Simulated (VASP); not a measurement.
**K: single point with LDA**

Crystal: K.

```
K
1.0
     4.13063    0.00000    0.00000
     0.00000    4.13063    0.00000
     0.00000    0.00000    4.13063
K
1
Direct
  0.00000 0.00000 0.00000
```

This isn't the form of K at room conditions, which is bcc.

```json
{
 "Program": "VASP 6.6.1",
 "Task": "single point",
 "Functional": "LDA",
 "Potentials or basis": "VASP PAW LDA potentials, release 64 (K_sv)",
 "Cutoff": "500 eV",
 "k mesh": "6 × 6 × 6",
 "Occupations": "methfessel-paxton, width 0.15 eV",
 "Spin": "no spin polarisation"
}
```

```
Pressure               : -0.1 GPa
Band gap on the k mesh : zero (an odd number of electrons rules out a gap without spin polarisation)
```

Levels at points of the mesh, in eV from the Fermi level:
```csv
k point,band 1,band 2,band 3,band 4,band 5,band 6,band 7,band 8,band 9
"(0.00, 0.00, 0.00)",-32.04,-15.69,-15.69,-15.69,-2.31,2.72,2.72,6.21,6.21
"(0.50, 0.00, 0.00)",-32.03,-15.82,-15.68,-15.68,-0.17,0.18,3.32,4.62,4.62
"(0.50, 0.50, 0.00)",-32.02,-15.81,-15.81,-15.67,1.00,2.03,2.30,2.30,5.06
"(0.50, 0.50, 0.50)",-32.01,-15.79,-15.79,-15.79,2.17,2.17,2.17,4.53,4.61
```

It took 13 s on 1 thread of Intel Xeon 8259CL, with other jobs on the host, peak memory 0.14 GiB.
